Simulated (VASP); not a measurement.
**BiSb (WC type): relaxation of cell and atoms with LDA**

Crystal: BiSb (WC type).

```
CELL_PARAMETERS angstrom
3.14063 0.00000 0.00000
-1.57031 2.71986 0.00000
0.00000 0.00000 4.99866
ATOMIC_POSITIONS crystal
Sb 0.00000 0.00000 0.00000
Bi 0.33333 0.66667 0.50000
```

```json
{
 "Program": "VASP 6.6.1",
 "Task": "relaxation of cell and atoms",
 "Functional": "LDA",
 "Potentials or basis": "VASP PAW LDA potentials, release 64 (Sb, Bi_d)",
 "Cutoff": "600 eV",
 "k mesh": "12 × 12 × 11",
 "Occupations": "fermi-dirac, width 0.1 eV",
 "Spin": "no spin polarisation",
 "Target pressure": "31 GPa",
 "Dipole correction": "no",
 "Further INCAR settings": "ALGO = Normal; EDIFF = 1e-06; IBRION = 2; EDIFFG = -0.005; NSW = 32; ISIF = 3"
}
```

```json
{
 "Relaxed volume": "21.41 Å³/atom",
 "Relaxed cell": "a = 3.144 Å, b = 3.144 Å, c = 5.002 Å, α = 90.00°, β = 90.00°, γ = 120.00°",
 "Space group after relaxing (to 0.1 Å)": "P-6m2 (No. 187)",
 "Energy change on relaxing (the run minimises the enthalpy)": "-12.6 meV/atom",
 "Ionic steps": "7",
 "Pressure after relaxing": "31.0 GPa",
 "Band gap on the k mesh": "zero (bands 10 and 11 overlap by 9.23 eV)"
}
```

Step by step:
| step | energy change (eV) | largest force (eV/Å) | pressure (GPa) | volume (Å³) |
| --- | --- | --- | --- | --- |
| 1 | 0.0000 | 0.0000 | 31.52 | 42.70 |
| 2 | -0.0818 | 0.0000 | 29.61 | 43.13 |
| 3 | -0.0230 | 0.0000 | 31.00 | 42.82 |
| 4 | -0.0226 | 0.0000 | 30.99 | 42.81 |
| 5 | -0.0113 | 0.0000 | 31.17 | 42.76 |
| 6 | -0.0218 | 0.0000 | 31.11 | 42.81 |
| 7 | -0.0251 | 0.0000 | 30.98 | 42.83 |

Final structure:
```
Sb Bi
1.0
     3.14420    0.00000    0.00000
    -1.57210    2.72296    0.00000
     0.00000    0.00000    5.00236
Sb Bi
1 1
Direct
  0.00000 0.00000 0.00000
  0.33333 0.66667 0.50000
```

Levels at points of the mesh, in eV from the Fermi level:
| k point | band 7 | band 8 | band 9 | band 10 | band 11 | band 12 | band 13 | band 14 |
| --- | --- | --- | --- | --- | --- | --- | --- | --- |
| (0.00, 0.00, 0.00) | -10.28 | -7.63 | 4.44 | 4.44 | 6.89 | 6.89 | 7.83 | 8.18 |
| (0.50, 0.00, 0.00) | -9.53 | -4.97 | -3.69 | -3.08 | -0.34 | 0.02 | 4.68 | 4.96 |

It took 6.5 min on 1 thread of Intel Xeon 8259CL, with other jobs on the host, peak memory 0.24 GiB.

Caveat: the cell is relaxed towards a set pressure, so the run minimises the enthalpy, not the energy; spin-orbit coupling is left out, which moves the levels of the heavy elements.
